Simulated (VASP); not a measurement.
Write the native input for VASP 6.6.1 that does the following.

* Task: single point
* Functional: PBE
* Dispersion: D3(BJ)
* Potentials or basis: VASP PAW PBE potentials, release 64 (Te)
* Cutoff: 520 eV
* k mesh: 9 × 9 × 1
* Occupations: gaussian, width 0.1 eV
* Spin: no spin polarisation
* Dipole correction: yes
* Further INCAR settings: ALGO = Normal; EDIFF = 1e-06; NBANDS = 27

The structure of Te lies in POSCAR:

```
Te
1.0
    4.3181152236      0.0000000000      0.0000000000
   -2.1590576118      3.7395974801      0.0000000000
    0.0000000000      0.0000000000     24.9445343752
Te
6
Direct
    0.0000000000      0.2846813401      0.3006670675
    0.2846813401      0.0000000000      0.3804002405
    0.7153186599      0.7153186599      0.4601334135
    0.0000000000      0.2846813401      0.5398665865
    0.2846813401      0.0000000000      0.6195997595
    0.7153186599      0.7153186599      0.6993329325
```

These files were run (other wordings do the same):

INCAR

```
SYSTEM = Te
PREC     = Accurate       ! precision mode
ENCUT    = 520            ! plane-wave cutoff, eV
EDIFF    = 1E-6           ! SCF threshold, eV
ISMEAR   = 0              ! smearing method
SIGMA    = 0.1            ! smearing width, eV
LREAL    = .FALSE.        ! projectors in reciprocal space
LASPH    = .TRUE.         ! aspherical terms in the spheres
NELM     = 100            ! most SCF steps
ALGO     = Normal         ! electronic algorithm
ISIF     = 2              ! what is computed and relaxed
LWAVE    = .FALSE.        ! write WAVECAR
LCHARG   = .TRUE.         ! write CHGCAR
LDIPOL   = .TRUE.       
IDIPOL   = 3            
DIPOL    = 0.5 0.5 0.500
GGA      = PE             ! functional
IVDW     = 12             ! dispersion correction
LELF     = .TRUE.         ! ELF
LVHAR    = .TRUE.       
LVACPOTAV= .TRUE.       
NBANDS   = 27             ! bands
```

KPOINTS

```
Automatic mesh
0
G
  9 9 1
  0 0 0
```

Potentials or basis: VASP PAW PBE potentials, release 64 (Te).

Run with:

```bash
$ cat potpaw_PBE.64/Te/POTCAR > POTCAR
$ mpirun -np 1 vasp_std > vasp.out
```

Results of the run:

```yaml
Largest_force: 1.015 eV/Å
Dispersion_energy_per_atom: -0.365 eV
```

Wall time 8.1 min on 1 thread of Intel(R) Xeon(R) Platinum 8375C CPU @ 2.90GHz (Ice Lake) (shared host), peak memory 0.57 GiB.
